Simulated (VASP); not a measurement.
# Br (Pm-3m) in VASP: further runs

Runs on Br. Level: LDA. Tasks: single point.

Everything below comes from runs of VASP 6.6.1. Logs are shortened: lines on timing, memory, paths and dates and some standing lists are left out, and cuts for length are marked.

## (1) The cell of the first run

It takes space group Pm-3m (No. 221, cubic). Conventional cell: a = 2.253 Å, b = 2.253 Å, c = 2.253 Å, α = 90.00°, β = 90.00°, γ = 90.00°. Br (site symmetry m-3m) has 6 Br at 2.25 Å within 3.0 Å.

## (2) Single point, LDA (volume scaled by 0.43, level accurate)

INCAR reads:

```
  ALGO = Normal
  EDIFF = 1E-7
  ENCUT = 520
  GGA = CA
  ISIF = 2
  ISMEAR = -1
  LASPH = True
  LCHARG = False
  LREAL = False
  LWAVE = False
  NBANDS = 10
  NELM = 100
  PREC = Accurate
  SIGMA = 0.1
```

KPOINTS reads:

```
k-points
0
Gamma
  12 12 12
```

POSCAR reads:

```
Br
1.0
    2.2534725681      0.0000000000      0.0000000000
    0.0000000000      2.2534725681      0.0000000000
    0.0000000000      0.0000000000      2.2534725681
Br
1
Direct
    0.0000000000      0.0000000000      0.0000000000
```

Potentials or basis: VASP PAW LDA potentials, release 64 (Br).

On the command line:

```console
> cat potpaw_LDA.64/Br/POTCAR > POTCAR
> mpirun -np 1 vasp_std > vasp.out
```

OUTCAR:

```text
EDIFF = 1E-7
   ENCUT = 520
   GGA = CA
   ISIF = 2
   ISMEAR = -1
   LASPH = True
   LREAL = False
   NELM = 100
   PREC = Accurate

 ion  position               nearest neighbor table
   1  0.000  0.000  0.000-

  LATTYP: Found a simple cubic cell.
 ALAT       =     2.2534725681

  Lattice vectors:

 A1 = (   2.2534725681,   0.0000000000,   0.0000000000)
 A2 = (   0.0000000000,   2.2534725681,   0.0000000000)
 A3 = (   0.0000000000,   0.0000000000,   2.2534725681)

Analysis of symmetry for initial positions (statically):
=====================================================================
 Subroutine PRICEL returns:
 Original cell was already a primitive cell.

 Routine SETGRP: Setting up the symmetry group for a
 simple cubic supercell.

 Subroutine GETGRP returns: Found 48 space group operations
 (whereof 48 operations were pure point group operations)
 out of a pool of 48 trial point group operations.

The static configuration has the point symmetry O_h .

Analysis of symmetry for dynamics (positions and initial velocities):
=====================================================================
 Subroutine PRICEL returns:
 Original cell was already a primitive cell.

 Routine SETGRP: Setting up the symmetry group for a
 simple cubic supercell.

 Subroutine GETGRP returns: Found 48 space group operations
 (whereof 48 operations were pure point group operations)
 out of a pool of 48 trial point group operations.

The dynamic configuration has the point symmetry O_h .

 Subroutine INISYM returns: Found 48 space group operations
 (whereof 48 operations are pure point group operations),
 and found     1 'primitive' translations

----------------------------------------------------------------------------------------

                                     Primitive cell

  volume of cell :      11.4434

  direct lattice vectors                    reciprocal lattice vectors
     2.253472568  0.000000000  0.000000000     0.443759562  0.000000000  0.000000000
     0.000000000  2.253472568  0.000000000     0.000000000  0.443759562  0.000000000
     0.000000000  0.000000000  2.253472568     0.000000000  0.000000000  0.443759562

  length of vectors
     2.253472568  2.253472568  2.253472568     0.443759562  0.443759562  0.443759562

  position of ions in fractional coordinates (direct lattice)
     0.000000000  0.000000000  0.000000000

  ion indices of the primitive-cell ions
   primitive index   ion index
                 1           1

----------------------------------------------------------------------------------------

 KPOINTS: k-points

Automatic generation of k-mesh.
 Grid dimensions read from file:
 generate k-points for:   12   12   12

 Generating k-lattice:

  Cartesian coordinates                     Fractional coordinates (reciprocal lattice)
     0.036979964  0.000000000  0.000000000     0.083333333  0.000000000  0.000000000
     0.000000000  0.036979964  0.000000000     0.000000000  0.083333333  0.000000000
     0.000000000  0.000000000  0.036979964     0.000000000  0.000000000  0.083333333

  Length of vectors
     0.036979964  0.036979964  0.036979964

  Shift w.r.t. Gamma in fractional coordinates (k-lattice)
     0.000000000  0.000000000  0.000000000

 Subroutine IBZKPT returns following result:
 ===========================================

 Found     84 irreducible k-points:

 Following reciprocal coordinates:
            Coordinates               Weight
  0.000000  0.000000  0.000000      1.000000
  0.083333  0.000000  0.000000      6.000000
  0.166667  0.000000  0.000000      6.000000
  0.250000  0.000000  0.000000      6.000000
  0.333333  0.000000  0.000000      6.000000
  0.416667  0.000000  0.000000      6.000000
[... 16 lines left out ...]
  0.333333  0.333333  0.000000     12.000000
  0.416667  0.333333  0.000000     24.000000
 [... further k-points ...]
   k-points           NKPTS =     84   k-points in BZ     NKDIM =     84   number of bands    NBANDS=     10
   number of dos      NEDOS =    301   number of ions     NIONS =      1
   total plane-waves  NPLWV =   5832
   dimension x,y,z NGX =    18 NGY =   18 NGZ =   18
   dimension x,y,z NGXF=    36 NGYF=   36 NGZF=   36
   ions per type =               1
   NGX,Y,Z   is equivalent  to a cutoff of  13.28, 13.28, 13.28 a.u.
   NGXF,Y,Z  is equivalent  to a cutoff of  26.56, 26.56, 26.56 a.u.
 SYSTEM =  unknown system
   PREC   = accura    normal or accurate (medium, high low for compatibility)
   ISTART =      0    job   : 0-new  1-cont  2-samecut
   ICHARG =      2    charge: 1-file 2-atom 10-const
   ISPIN  =      1    spin polarized calculation?
   LNONCOLLINEAR =      F non collinear calculations
   LSORBIT =      F    spin-orbit coupling
   LASPH  =      T    aspherical Exc in radial PAW
   ENCUT  =  520.0 eV  38.22 Ry    6.18 a.u.   4.19  4.19  4.19*2*pi/ulx,y,z
   NELM   =    100;   NELMIN=  2; NELMDL= -5     # of ELM steps
   EDIFF  = 0.1E-06   stopping-criterion for ELM
   LREAL  =      F    real-space projection
   EDIFFG = 0.1E-05   stopping-criterion for IOM
   NSW    =      0    number of steps for IOM
   IBRION =     -1    ionic relax: 0-MD 1-quasi-New 2-CG
   NFREE  =      0    steps in history (QN), initial steepest desc. (CG)
   ISIF   =      2    stress and relaxation
   ISYM   =      2    0-nonsym 1-usesym 2-fastsym
   POTIM  = 0.5000    time-step for ionic-motion
   TEBEG  =    0.0;   TEEND  =   0.0 temperature during run
   PSTRESS=    0.0 pullay stress
   NELECT =       7.0000    total number of electrons
   NUPDOWN=      -1.0000    fix difference up-down
   EMIN   =  10.00;   EMAX   =-10.00  energy-range for DOS
   EFERMI =   0.00;   METHOD = LEGACY
   ISMEAR =    -1;   SIGMA  =   0.10  broadening in eV -4-tet -1-fermi 0-gaus
   EFERMI_NEDOS =   21; number of points for ismear=-14 and -15
   IALGO  =     38    algorithm
   IMIX   =      4    mixing-type and parameters
     AMIX     =   0.40;   BMIX     =  1.00
     AMIX_MAG =   1.60;   BMIX_MAG =  1.00
  volume/ion in A,a.u.               =      11.44        77.22
  Fermi-wavevector in a.u.,A,eV,Ry     =   1.389703  2.626157 26.276573  1.931274
  Thomas-Fermi vector in A             =   2.513708
   LORBIT       =      0    0 simple, 1 ext, 2 COOP (PROOUT), +10 PAW based schemes
   GGA     = CA    functional components
   LHFCALC =     F    Hartree Fock is set to
   AEXX    =    0.0000 exact exchange contribution
   IVDW    =     0    specifies the selected vdW correction
   LEPSILON=     F    determine dielectric tensor
   LRPA    =     F    only Hartree local field effects (RPA)
 non-spin polarized calculation
  energy-cutoff  :      520.00
  volume of cell :       11.44
 maximum number of plane-waves:       320
 NGX is ok and might be reduce to    18
   NGX =  9   NGY =  9   NGZ =  9

 number of electron       6.9999997 magnetization

 Free energy of the ion-electron system (eV)
  ---------------------------------------------------
  ext. energy  EPLUGINS =         0.00000000
  ---------------------------------------------------
  free energy    TOTEN  =         3.79578530 eV

  energy without entropy =        3.81076770  energy(sigma->0) =        3.80327650

 E-fermi :  16.7673     XC(G=0): -13.5610

 val. band max:       16.6530010902   @ k =   0.0833   0.0000   0.0000
 cond. band min:      16.7928309619   @ k =   0.4167   0.3333   0.1667
 fundamental gap:      0.1398298718
 Fermi energy:        16.7672657770

 k-point     1 :       0.0000    0.0000    0.0000
  band No.  band energies     occupation
      1     -10.5627      2.00000
      2      16.4855      1.88724
      3      16.4855      1.88724
      4      16.4855      1.88724
      5      21.6248      0.00000
      6      21.6248      0.00000
      7      27.3000      0.00000
      8      45.5728      0.00000
      9      45.5728      0.00000
     10      45.5728      0.00000

 k-point     2 :       0.0833    0.0000    0.0000
  band No.  band energies     occupation
      1     -10.3737      2.00000
      2      14.1398      2.00000
      3      16.6530      1.51633
      4      16.6530      1.51633
      5      21.7845      0.00000
      6      23.5607      0.00000
      7      28.1754      0.00000
      8      42.9942      0.00000
      9      42.9942      0.00000
     10      45.7035      0.00000

 k-point     3 :       0.1667    0.0000    0.0000
  band No.  band energies     occupation
      1      -9.8117      2.00000
      2      10.4610      2.00000
      3      17.1410      0.04654
      4      17.1410      0.04654
      5      22.2549      0.00000
      6      25.4996      0.00000
      7      31.2419      0.00000
      8      39.4305      0.00000
      9      39.4305      0.00000
     10      42.7292      0.00000

 k-point     4 :       0.2500    0.0000    0.0000
  band No.  band energies     occupation
      1      -8.8969      2.00000
      2       6.9085      2.00000
      3      17.8984      0.00002
      4      17.8984      0.00002
      5      23.0028      0.00000
      6      26.7866      0.00000
      7      35.1656      0.00000
      8      36.1789      0.00000
      9      36.1789      0.00000
     10      39.2967      0.00000
[... 222 lines left out ...]
 k-point    22 :       0.5000    0.2500    0.0000
  band No.  band energies     occupation
      1      -3.9933      2.00000
      2       1.6714      2.00000
      3      11.0240      2.00000
      4      19.3904      0.00000
      5      21.3815      0.00000
      6      30.1513      0.00000
      7      32.2391      0.00000
      8      33.7444      0.00000
      9      39.7282      0.00000
     10      40.6141      0.00000

 k-point    23 :       0.3333    0.3333    0.0000
  band No.  band energies     occupation
      1      -4.7969      2.00000
      2       5.7116      2.00000
      3       7.0116      2.00000
      4      19.4050      0.00000
      5      21.1086      0.00000
      6      29.2990      0.00000
      7      35.5650      0.00000
      8      36.0179      0.00000
      9      38.2862      0.00000
     10      38.3830      0.00000

 k-point    24 :       0.4167    0.3333    0.0000
  band No.  band energies     occupation
      1      -3.4631      2.00000
      2       3.7613      2.00000
      3       7.4520      2.00000
      4      17.2929      0.01037
      5      21.9195      0.00000
      6      30.7003      0.00000
      7      33.9045      0.00000
      8      36.0905      0.00000
      9      36.7125      0.00000
     10      39.6622      0.00000

 [... further k-points ...]
[... 5 lines left out ...]
  --------------------------------------------------------------------------------------
  -------------------------------------------------------------------------------------
  Total       16.4189523     16.4189523     16.4189523      0.0000000      0.0000000     -0.0000000
  in kB     2298.7894532   2298.7894532   2298.7894532      0.0000000      0.0000000     -0.0000000
  external PRESSURE =    2298.7894532 kB  Pullay stress =       0.0000000 kB

 VOLUME and BASIS-vectors are now :
 -----------------------------------------------------------------------------
  energy-cutoff  :      520.00
  volume of cell :       11.44
      direct lattice vectors                 reciprocal lattice vectors
     2.253472568  0.000000000  0.000000000     0.443759562  0.000000000  0.000000000
     0.000000000  2.253472568  0.000000000     0.000000000  0.443759562  0.000000000
     0.000000000  0.000000000  2.253472568     0.000000000  0.000000000  0.443759562

 POSITION                                       TOTAL-FORCE (eV/Angst)
 -----------------------------------------------------------------------------------
      0.00000      0.00000      0.00000         0.000000      0.000000      0.000000
 -----------------------------------------------------------------------------------
    total drift:                               -0.000000      0.000000      0.000000

  FREE ENERGIE OF THE ION-ELECTRON SYSTEM (eV)
  ---------------------------------------------------
  free  energy   TOTEN  =         3.7957852963 eV

  energy  without entropy=        3.8107677028  energy(sigma->0) =        3.80327650
```

Wall time 5 s (1 thread of Intel Xeon Platinum 8488C (Sapphire Rapids), shared host); peak memory 0.12 GiB.

Results:

```yaml
Free_energy: 3.7958 eV
Pressure: 229.9 GPa
```

Caveat: an odd number of electrons without spin polarisation forces a metal; a magnetic or distorted state may lie lower.

## (3) Single point, LDA (volume scaled by 0.5)

INCAR reads:

```
ALGO     = Normal         # electronic algorithm
EDIFF    = 1E-7           # SCF threshold, eV
ENCUT    = 520            # plane-wave cutoff, eV
GGA      = CA             # functional
ISIF     = 2              # what is computed and relaxed
ISMEAR   = -1             # smearing method
LASPH    = T              # aspherical terms in the spheres
LCHARG   = F              # write CHGCAR
LREAL    = F              # projectors in reciprocal space
LWAVE    = F              # write WAVECAR
NBANDS   = 10             # bands
NELM     = 100            # most SCF steps
PREC     = Accurate       # precision mode
SIGMA    = 0.1            # smearing width, eV
```

KPOINTS is that of step 2.

POSCAR reads:

```
Br
1.0
    2.3696604779      0.0000000000      0.0000000000
    0.0000000000      2.3696604779      0.0000000000
    0.0000000000      0.0000000000      2.3696604779
Br
1
Direct
    0.0000000000      0.0000000000      0.0000000000
```

Potentials or basis: VASP PAW LDA potentials, release 64 (Br).

On the command line:

```console
> cat potpaw_LDA.64/Br/POTCAR > POTCAR
> mpirun -np 1 vasp_std > vasp.out
```

It took 5 s on 1 thread of Intel Xeon Platinum 8488C (Sapphire Rapids), shared host; peak memory 0.12 GiB.

Results (log left out):

- Free energy: 1.6675 eV
- Pressure: 144.0 GPa

Levels at points of the mesh, in eV from the Fermi level:
| k point | band 1 | band 2 | band 3 | band 4 | band 5 | band 6 | band 7 | band 8 | band 9 |
| --- | --- | --- | --- | --- | --- | --- | --- | --- | --- |
| (0.00, 0.00, 0.00) | -24.85 | -0.52 | -0.52 | -0.52 | 5.42 | 5.42 | 9.16 | 26.63 | 26.63 |
| (0.50, 0.00, 0.00) | -20.90 | -14.35 | 2.24 | 2.24 | 8.61 | 13.28 | 13.70 | 13.70 | 14.35 |
| (0.50, 0.50, 0.00) | -16.73 | -11.10 | -11.10 | -1.72 | 4.83 | 15.72 | 17.00 | 17.00 | 19.04 |
| (0.50, 0.50, 0.50) | -12.05 | -8.16 | -8.16 | -8.16 | 2.54 | 2.54 | 2.54 | 7.85 | 36.50 |

Caveat: an odd number of electrons without spin polarisation forces a metal; a magnetic or distorted state may lie lower.

## (4) Single point, LDA (volume scaled by 0.58)

INCAR reads:

```
PREC = Accurate
ENCUT = 520
EDIFF = 1E-6
ISMEAR = -1
SIGMA = 0.1
LREAL = F
LASPH = T
NELM = 100
ALGO = Normal
ISIF = 2
LWAVE = F
LCHARG = T
LELF = T
LVHAR = T
NBANDS = 10
```

KPOINTS reads:

```
Automatic mesh
0
Gamma
  12 12 12
```

POSCAR reads:

```
Br
1.0
    2.4898439098      0.0000000000      0.0000000000
    0.0000000000      2.4898439098      0.0000000000
    0.0000000000      0.0000000000      2.4898439098
Br
1
Direct
    0.0000000000      0.0000000000      0.0000000000
```

On the command line:

```console
> cat potpaw_LDA.64/Br/POTCAR > POTCAR
> mpirun -np 1 vasp_std > vasp.out
```

Run time: 6.3 s. Hardware: 1 thread of Intel Xeon Platinum 8488C (Sapphire Rapids), shared host; peak memory 0.12 GiB.

It converged, with:

| Property | Result |
| --- | --- |
| Free energy | 0.1279 eV |
| Pressure | 91.2 GPa |

Levels at points of the mesh, in eV from the Fermi level:
| k point | band 2 | band 3 | band 4 | band 5 | band 6 | band 7 |
| --- | --- | --- | --- | --- | --- | --- |
| (0.00, 0.00, 0.00) | -0.57 | -0.57 | -0.57 | 6.06 | 6.06 | 8.11 |
| (0.50, 0.00, 0.00) | -12.25 | 1.58 | 1.58 | 8.88 | 12.76 | 12.80 |
| (0.50, 0.50, 0.00) | -9.53 | -9.53 | -0.28 | 3.57 | 14.43 | 16.40 |
| (0.50, 0.50, 0.50) | -7.09 | -7.09 | -7.09 | 3.52 | 3.52 | 3.52 |

Caveat: an odd number of electrons without spin polarisation forces a metal; a magnetic or distorted state may lie lower.

(Continued in part 2 of 2.)
